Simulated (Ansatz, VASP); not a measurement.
**TaN in VASP and in Ansatz**

File INCAR:

```
PREC = Accurate ; ENCUT = 520
EDIFF = 1E-6 ; ISMEAR = 0
SIGMA = 0.05 ; LREAL = False
LASPH = True ; NELM = 150
ALGO = Normal ; ISIF = 2
LWAVE = False ; LCHARG = False
ISPIN = 2 ; MAGMOM = 0.64 -0.64 0 0
LORBIT = 11 ; LMAXMIX = 4
LDAU = True ; LDAUTYPE = 2
LDAUL = 2 -1 ; LDAUU = 6 0
LDAUJ = 0 0 ; LDAUPRINT = 1
GGA = PE ; NBANDS = 28
```

Contents of KPOINTS:

```
Automatic mesh
0
Gamma
  7 7 7
```

The input POSCAR:

```
TaN
1.0
    0.0000000000      2.1790013100      2.1790013100
    2.1790013100      0.0000000000      2.1790013100
    4.3580026200      4.3580026200      0.0000000000
Ta N
2 2
Direct
    0.5000000000      0.5000000000      0.2500000000
    0.5000000000      0.5000000000      0.7500000000
    0.0000000000      0.0000000000      0.0000000000
    0.0000000000      0.0000000000      0.5000000000
```

Input for Ansatz:

```yaml
crystal:
  lattice:
    - [0.0, 2.17900131, 2.17900131]
    - [2.17900131, 0.0, 2.17900131]
    - [4.35800262, 4.35800262, 0.0]
  atoms:
    - { symbol: Ta, position: [0.5, 0.5, 0.25], spin: 2.0 }
    - { symbol: "N", position: [0.0, 0.0, 0.0] }
    - { symbol: Ta, position: [0.5, 0.5, 0.75], spin: -0.8 }
    - { symbol: "N", position: [0.0, 0.0, 0.5] }
basis:
  ecutwfc: 420
  ecutrho_ratio: 4
kpoints:
  mp_grid: { grid: [7, 7, 7] }
hamiltonian:
  xc: pbe
  hubbard:
    sites: [{ site: 0, l: d, u_eff: 6.0 }, { site: 2, l: d, u_eff: 6.0 }]
scf:
  occupations: { method: gaussian, width: 0.05 }
  lower_state_search: "off"
  max_iter: 150
output:
  forces: true
  stress: true
  eigenvalues: true
  populations: true
  hubbard: { sites: [{ site: 0, l: d }, { site: 2, l: d }] }
magnetization:
  spin_polarized: true
  spin_locking: { lock_spins: true, n_iters: 12 }
```

Alike in both runs: task single point; functional PBE; k mesh 7 × 7 × 7; occupations gaussian, width 0.05 eV; collinear spin; Hubbard terms Ta d U = 6.0 eV.

|  | VASP | Ansatz |
| --- | --- | --- |
| version | VASP 6.6.1 | Ansatz 0.2.0 |
| potentials or method | VASP PAW PBE potentials, release 64 (Ta_pv, N), cutoff 520 eV | scalar-relativistic, plane waves, PAW |
| valence electrons in the cell | 32 | 36 |

VASP gave:

```
gap on the k mesh at the Fermi level (eV)                     : none
net moment per atom (μB)                                      : 0.00
size of the moment on the site where the two differ most (μB) : 0.00
```

Question: What did Ansatz give for the same quantities?

Answer: gap on the k mesh at the Fermi level (eV): none; net moment per atom (μB): 0.00; size of the moment on the site where the two differ most (μB): 0.64.

Site moments also hang on the region over which each program counts them. The programs project onto different local orbitals, so the same U acts differently, and such runs can settle in different states. A gap of «none» marks a metal or a gap that the smearing closes. VASP's potentials hold 32 valence electrons a cell and Ansatz's 36, so a difference there can come from the potentials and not from the codes. Ansatz's warnings: filled band counts differ across k points, stress scf threshold loose.

Spin-orbit coupling is off throughout.
